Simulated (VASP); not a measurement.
TiB: single point with r2SCAN

The system is TiB.

```
CELL_PARAMETERS angstrom
6.11557 0.00000 0.00000
0.00000 3.05608 0.00000
0.00000 0.00000 4.56916
ATOMIC_POSITIONS crystal
Ti 0.17761 0.25000 0.12292
Ti 0.82239 0.75000 0.87708
Ti 0.32239 0.75000 0.62292
Ti 0.67761 0.25000 0.37708
B 0.03006 0.25000 0.59910
B 0.96994 0.75000 0.40090
B 0.46994 0.75000 0.09910
B 0.53006 0.25000 0.90090
```

```yaml
Program: VASP 6.6.1
Task: single point
Functional: r2SCAN
Potentials_or_basis: VASP PAW PBE potentials, release 64 (Ti_sv, B)
Cutoff: 520 eV
k_mesh: 5 × 9 × 6
Occupations: methfessel-paxton, width 0.1 eV
Spin: no spin polarisation
```

| Property | Result |
| --- | --- |
| Pressure | -1.0 GPa |
| Largest force | 0.015 eV/Å |
| Band gap on the k mesh | zero (bands 30 and 31 overlap by 1.73 eV) |

Forces on the atoms (eV/Å):
```
Ti  -0.010  0.000 -0.011
Ti   0.010  0.000  0.011
Ti   0.010  0.000 -0.011
Ti  -0.010  0.000  0.011
B    0.003  0.000  0.006
B   -0.003  0.000 -0.006
B   -0.003  0.000  0.006
B    0.003  0.000 -0.006
```

Stress tensor (GPa, compression positive):
```
-0.86  0.00  0.00
 0.00 -1.04  0.00
 0.00  0.00 -0.97
```

Levels at points of the mesh, in eV from the Fermi level:
| k point | band 26 | band 27 | band 28 | band 29 | band 30 | band 31 | band 32 | band 33 | band 34 | band 35 |
| --- | --- | --- | --- | --- | --- | --- | --- | --- | --- | --- |
| (0.00, 0.00, 0.00) | -1.42 | -1.11 | -0.82 | 0.67 | 0.89 | 1.04 | 1.32 | 1.60 | 1.73 | 1.74 |
| (0.00, 0.00, 0.50) | -1.58 | -0.93 | -0.93 | -0.09 | -0.09 | 1.71 | 1.71 | 2.17 | 2.17 | 2.38 |

It took 19 min on 1 thread of Oxide Virtual Turin-like Processor, on a shared host, peak memory 0.27 GiB.

Caveat: the PAW data sets were made with another functional, which shifts forces and pressure a little.
